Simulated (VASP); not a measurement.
Set up this calculation in VASP 6.6.1, as the native input.

- Task: relaxation of cell and atoms
- Functional: PBEsol
- Potentials or basis: VASP PAW PBE potentials, release 64 (Ta_pv)
- Cutoff: 600 eV
- k mesh: 16 × 16 × 9
- Occupations: fermi-dirac, width 0.08 eV
- Spin: no spin polarisation
- Target pressure: 58 GPa
- Dipole correction: no
- Further INCAR settings: ALGO = Normal; EDIFF = 1e-06; IBRION = 2; EDIFFG = -0.005; NSW = 32; ISIF = 3

The structure of Ta lies in POSCAR:

```
Ta
1.0
    2.6908812779      0.0000000000      0.0000000000
   -1.3454406389      2.3303715452      0.0000000000
    0.0000000000      0.0000000000      4.7302216113
Ta
2
Direct
    0.3333333333      0.6666666667      0.2500000000
    0.6666666667      0.3333333333      0.7500000000
```

This isn't the form of Ta at room conditions, which is bcc.

The input as run:

INCAR

```
  PREC = Accurate
  ENCUT = 600
  EDIFF = 1E-6
  ISMEAR = -1
  SIGMA = 0.08
  LREAL = F
  LASPH = T
  NELM = 100
  ALGO = Normal
  ISIF = 3
  LWAVE = F
  LCHARG = F
  GGA = PS
  IBRION = 2
  NSW = 32
  EDIFFG = -0.005
  PSTRESS = 580.0
```

KPOINTS

```
Automatic mesh
0
Gamma
  16 16 9
```

Potentials or basis: VASP PAW PBE potentials, release 64 (Ta_pv).

Command:

```bash
$ cat potpaw_PBE.64/Ta_pv/POTCAR > POTCAR
$ mpirun -np 1 vasp_std > vasp.out
```

Results of the run:

```
Relaxed volume                                             : 14.86 Å³/atom
Relaxed cell                                               : a = 2.694 Å, b = 2.694 Å, c = 4.731 Å, α = 90.00°, β = 90.00°, γ = 120.00°
Space group after relaxing (to 0.1 Å)                      : P6_3/mmc (No. 194)
Energy change on relaxing (the run minimises the enthalpy) : -12.1 meV/atom
Ionic steps                                                : 6
Pressure after relaxing                                    : 58.0 GPa
Band gap on the k mesh                                     : zero (bands 11 and 12 overlap by 3.00 eV)
```

Caveat: the cell is relaxed towards a set pressure, so the run minimises the enthalpy, not the energy; the PAW data sets were made with another functional, which shifts forces and pressure a little; spin-orbit coupling is left out, which moves the levels of the heavy elements.

Run time: 76 s on 1 thread of Intel(R) Xeon(R) 6975P-C (Granite Rapids), with other jobs on the host, peak memory 0.22 GiB.
